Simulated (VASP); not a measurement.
TlPt: single point with PBE

The system is TlPt.

```
Tl Pt
1.0
     6.63654    0.00000    0.00000
    -3.31827    5.74742    0.00000
     0.00000    0.00000    3.86131
Tl Pt
3 3
Direct
  0.50000 0.00000 0.00000
  0.50000 0.50000 0.00000
  0.00000 0.50000 0.00000
  0.00000 0.00000 0.00000
  0.33333 0.66667 0.50000
  0.66667 0.33333 0.50000
```

This cell differs from its parent crystal: uniaxial strain along c: -3.0 %.

```json
{"Program": "VASP 6.6.1", "Task": "single point", "Functional": "PBE", "Potentials or basis": "VASP PAW PBE potentials, release 64 (Tl_d, Pt)", "Cutoff": "520 eV", "k mesh": "6 × 6 × 10", "Occupations": "gaussian, width 0.1 eV", "Spin": "no spin polarisation"}
```

```json
{"Pressure": "2.0 GPa"}
```

Stress tensor (GPa, compression positive):
```
1.59 0.00 0.00
0.00 1.59 0.00
0.00 0.00 2.89
```

Levels at points of the mesh, in eV from the Fermi level:
| k point | band 31 | band 32 | band 33 | band 34 | band 35 | band 36 | band 37 | band 38 |
| --- | --- | --- | --- | --- | --- | --- | --- | --- |
| (0.00, 0.00, 0.00) | -0.65 | -0.65 | -0.48 | -0.48 | -0.32 | -0.32 | -0.32 | 2.17 |
| (0.50, 0.00, 0.00) | -1.31 | -0.78 | -0.70 | -0.65 | 0.60 | 1.38 | 2.74 | 2.78 |
| (0.00, 0.00, 0.50) | -0.96 | -0.96 | -0.46 | 0.90 | 0.90 | 1.09 | 1.09 | 1.14 |
| (0.50, 0.00, 0.50) | -1.28 | -1.25 | -0.79 | -0.65 | 0.38 | 0.70 | 0.98 | 2.53 |

Run time: 5.1 min on 1 thread of Oxide Virtual Turin-like Processor, on a shared host, peak memory 0.36 GiB.

Caveat: the cell differs from its parent crystal (uniaxial strain along c: -3.0 %); spin-orbit coupling is left out, which moves the levels of the heavy elements.
